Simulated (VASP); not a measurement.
# FePt (Tetraferroplatinum) (P4/mmm) in VASP: a series of runs, part 2 of 2

VASP 6.6.1. Earlier steps stand in the parts before.

## 4. Single point, PBEsol, collinear spin, ferromagnetic start

This run uses another cell than the first one, of 14.35 Å³/atom, 1.061 times its volume.

INCAR

```
PREC = Accurate ; ENCUT = 520
EDIFF = 1E-6 ; ISMEAR = -1
SIGMA = 0.05 ; LREAL = F
LASPH = T ; NELM = 150
ALGO = Normal ; ISIF = 2
LWAVE = F ; LCHARG = T
ISPIN = 2 ; MAGMOM = 0 3
LORBIT = 11 ; LMAXMIX = 4
GGA = PS ; LELF = T
LVHAR = T ; NBANDS = 20
```

KPOINTS

```
regular mesh
0
Gamma
  10 10 7
```

POSCAR

```
FePt
1.0
    2.7593396363      0.0000000000      0.0000000000
    0.0000000000      2.7593396363      0.0000000000
    0.0000000000      0.0000000000      3.7689529822
Pt Fe
1 1
Direct
    0.5000000000      0.5000000000      0.5000000000
    0.0000000000      0.0000000000      0.0000000000
```

Potentials or basis: VASP PAW PBE potentials, release 64 (Pt, Fe).

Started as:

```bash
$ cat potpaw_PBE.64/Pt/POTCAR potpaw_PBE.64/Fe/POTCAR > POTCAR
$ mpirun -np 1 vasp_std > vasp.out
```

OUTCAR:

```text
PREC = Accurate
   ENCUT = 520
   EDIFF = 1E-6
   ISMEAR = -1
   LREAL = F
   LASPH = T
   NELM = 150
   ISIF = 2
   ISPIN = 2
   LORBIT = 11
   GGA = PS

 ion  position               nearest neighbor table
   1  0.500  0.500  0.500-   2 2.71   2 2.71   2 2.71   2 2.71   2 2.71   2 2.71   2 2.71   2 2.71

   2  0.000  0.000  0.000-   1 2.71   1 2.71   1 2.71   1 2.71   1 2.71   1 2.71   1 2.71   1 2.71

  LATTYP: Found a simple tetragonal cell.
 ALAT       =     2.7593396363
 C/A-ratio  =     1.3658894804
[... 1322 lines left out ...]
  external PRESSURE =    -133.5959481 kB  Pullay stress =       0.0000000 kB

 VOLUME and BASIS-vectors are now :
 -----------------------------------------------------------------------------
  energy-cutoff  :      520.00
  volume of cell :       28.70
      direct lattice vectors                 reciprocal lattice vectors
     2.759339636  0.000000000  0.000000000     0.362405551  0.000000000  0.000000000
     0.000000000  2.759339636  0.000000000     0.000000000  0.362405551  0.000000000
     0.000000000  0.000000000  3.768952982     0.000000000  0.000000000  0.265325677

 POSITION                                       TOTAL-FORCE (eV/Angst)
 -----------------------------------------------------------------------------------
      1.37967      1.37967      1.88448         0.000000      0.000000      0.000000
      0.00000      0.00000      0.00000         0.000000      0.000000      0.000000
 -----------------------------------------------------------------------------------
    total drift:                                0.000000      0.000000     -0.000000

  FREE ENERGIE OF THE ION-ELECTRON SYSTEM (eV)
  ---------------------------------------------------
  free  energy   TOTEN  =       -16.2126952541 eV

  energy  without entropy=      -16.2007282705  energy(sigma->0) =      -16.20671176

 total charge

# of ion       s       p       d       tot
------------------------------------------
    1        0.688   0.619   8.022   9.330
    2        0.399   0.426   6.085   6.910
--------------------------------------------------
tot          1.087   1.045  14.108  16.240

 magnetization (x)

# of ion       s       p       d       tot
------------------------------------------
    1       -0.024  -0.059   0.428   0.345
    2        0.005  -0.005   2.981   2.981
--------------------------------------------------
tot         -0.019  -0.064   3.409   3.325
```

OSZICAR:

```text
N       E                     dE             d eps       ncg     rms          rms(c)
DAV:   1     0.923498339706E+02    0.92350E+02   -0.83546E+03  7064   0.980E+02
DAV:   2    -0.140250806292E+02   -0.10637E+03   -0.93412E+02  6856   0.215E+02
DAV:   3    -0.179134228839E+02   -0.38883E+01   -0.37681E+01  7832   0.473E+01
DAV:   4    -0.179582454315E+02   -0.44823E-01   -0.44792E-01  7484   0.426E+00
DAV:   5    -0.179593618821E+02   -0.11165E-02   -0.11164E-02  8004   0.768E-01    0.166E+01
DAV:   6    -0.198596859280E+02   -0.19003E+01   -0.14346E+01  7484   0.696E+01    0.289E+01
DAV:   7    -0.163430895506E+02    0.35166E+01   -0.90785E+00  8676   0.650E+01    0.835E+00
DAV:   8    -0.163061060298E+02    0.36984E-01   -0.37700E-01  8252   0.765E+00    0.398E+00
DAV:   9    -0.162277436586E+02    0.78362E-01   -0.92316E-02  9912   0.542E+00    0.175E+00
DAV:  10    -0.162141110319E+02    0.13633E-01   -0.38313E-02 10044   0.325E+00    0.684E-01
DAV:  11    -0.162129795177E+02    0.11315E-02   -0.30029E-03  9824   0.771E-01    0.274E-01
DAV:  12    -0.162126882256E+02    0.29129E-03   -0.26935E-04  8660   0.178E-01    0.555E-02
DAV:  13    -0.162126977724E+02   -0.95469E-05   -0.33180E-05  8000   0.629E-02    0.361E-02
DAV:  14    -0.162126954521E+02    0.23204E-05   -0.41564E-06  7420   0.394E-02    0.137E-02
DAV:  15    -0.162126952541E+02    0.19803E-06   -0.73500E-07  3848   0.135E-02
   1 F= -.16212695E+02 E0= -.16206712E+02  d E =-.119670E-01  mag=     3.3519
```

Wall time 34 s (1 thread of Intel Xeon 6975P-C (Granite Rapids), shared host); peak memory 0.21 GiB.

Results:

* Free energy: -16.2127 eV
* Pressure: -13.4 GPa
* Net moment: 3.35 μB per cell
* Site moments: Pt +0.34; Fe +2.98 μB
* Valence electrons inside the program's atomic spheres: Pt 9.33; Fe 6.91

Stress tensor (GPa, compression positive):
```
-13.62   0.00   0.00
  0.00 -13.62   0.00
  0.00   0.00 -12.84
```

Levels at points of the mesh, in eV from the Fermi level:
Spin up:
```csv
k point,band 8,band 9,band 10,band 11,band 12,band 13,band 14,band 15
"(0.00, 0.00, 0.00)",-1.95,-0.55,-0.48,-0.48,2.17,9.25,11.33,11.33
"(0.50, 0.00, 0.00)",-2.54,-2.20,-1.58,-0.02,1.86,10.15,10.17,12.01
"(0.50, 0.50, 0.00)",-0.58,-0.58,0.47,1.52,1.52,7.15,9.50,10.64
```
Spin down:
```
           k point  band 3  band 4  band 5  band 6  band 7  band 8  band 9  band 10  band 11  band 12
(0.00, 0.00, 0.00)   -5.48   -2.25   -2.25   -0.74   -0.69    0.56    1.58     1.61     1.61     2.41
(0.50, 0.00, 0.00)   -4.07   -3.36   -2.32   -1.33   -1.08   -0.80    0.49     0.71     2.19     2.47
(0.50, 0.50, 0.00)   -4.71   -4.55    0.84    1.14    1.57    1.67    1.67     1.70     1.71     1.71
```

Caveat: the PAW data sets were made with another functional, which shifts forces and pressure a little; spin-orbit coupling is left out, which moves the levels of the heavy elements.

## 5. Overview

```tsv
cell	gap on the mesh (eV)	pressure (GPa)	moment (μB)
a = 2.705, b = 2.705, c = 3.695 Å, 2 atoms	none	-2.0	3.24
a = 2.742, b = 2.742, c = 3.745 Å, 2 atoms	none	-10.1	3.31
a = 2.759, b = 2.759, c = 3.769 Å, 2 atoms	none	-13.4	3.35
```

Alike in all rows: task single point; level PBEsol; potentials or basis VASP PAW PBE potentials, release 64 (Pt, Fe); spin collinear, ferromagnetic start; k mesh 10 × 10 × 7; cutoff (eV) 520; smearing fermi-dirac 0.05 eV.

Caveats: the PAW data sets were made with another functional, which shifts forces and pressure a little; spin-orbit coupling is left out, which moves the levels of the heavy elements.

Total energies depend on the potentials used, so only differences within one code and one set of settings carry meaning.
